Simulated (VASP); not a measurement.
The system is LiF.

```
Li F
1.0
     2.51626    0.00000    0.00000
     0.00000    2.51626    0.00000
     0.00000    0.00000    2.51626
Li F
1 1
Direct
  0.00000 0.00000 0.00000
  0.50000 0.50000 0.50000
```

Base run:

| Quantity | Value |
| --- | --- |
| Program | VASP 6.6.1 |
| Functional | PBE |
| Potentials or basis | VASP PAW PBE potentials, release 64 (Li_sv, F) |
| Cutoff | 520 eV |
| k mesh | 10 × 10 × 10 |
| Occupations | gaussian, width 0.01 eV |
| Spin | no spin polarisation |

Its results: band gap on the k mesh 7.95 eV (least direct gap 8.67 eV).

Question: The run is repeated on the same cell with these changes: functional from PBE to r2SCAN. What comes out?

Answer: Band gap on the k mesh 9.12 eV (least direct gap 9.86 eV).

A k mesh can miss the band edges.
